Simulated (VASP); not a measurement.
Write the native input for VASP 6.6.1 that does the following.

* Task: single point
* Functional: PBEsol
* Potentials or basis: VASP PAW PBE potentials, release 64 (Ag)
* Cutoff: 520 eV
* k mesh: 14 × 14 × 8
* Occupations: fermi-dirac, width 0.1 eV
* Spin: no spin polarisation
* Dipole correction: no
* Further INCAR settings: ALGO = Normal; EDIFF = 1e-06; NBANDS = 18

The structure of Ag lies in POSCAR:

```
Ag
1.0
    2.8378547838      0.0000000000      0.0000000000
   -1.4189273919      2.4576543350      0.0000000000
    0.0000000000      0.0000000000      4.6019870498
Ag
2
Direct
    0.3333333333      0.6666666667      0.2500000000
    0.6666666667      0.3333333333      0.7500000000
```

This cell differs from its parent crystal: volume scaled by 0.96.

The input as run:

INCAR

```
ALGO = Normal
EDIFF = 1E-6
ENCUT = 520
GGA = PS
ISIF = 2
ISMEAR = -1
LASPH = True
LCHARG = False
LREAL = False
LWAVE = False
NBANDS = 18
NELM = 100
PREC = Accurate
SIGMA = 0.1
```

KPOINTS

```
k-points
0
Gamma
  14 14 8
```

Potentials or basis: VASP PAW PBE potentials, release 64 (Ag).

Launch:

```console
$ cat potpaw_PBE.64/Ag/POTCAR > POTCAR
$ mpirun -np 1 vasp_std > vasp.out
```

It gave:

The pressure is 5.0 GPa and the band gap on the k mesh is zero (band 11 reaches 12.87 eV, above the bottom of band 12 at 5.65 eV).

Caveat: the PAW data sets were made with another functional, which shifts forces and pressure a little.

It took 32 s on 1 thread of Intel Xeon 6975P-C, with other jobs on the host, peak memory 0.19 GiB.
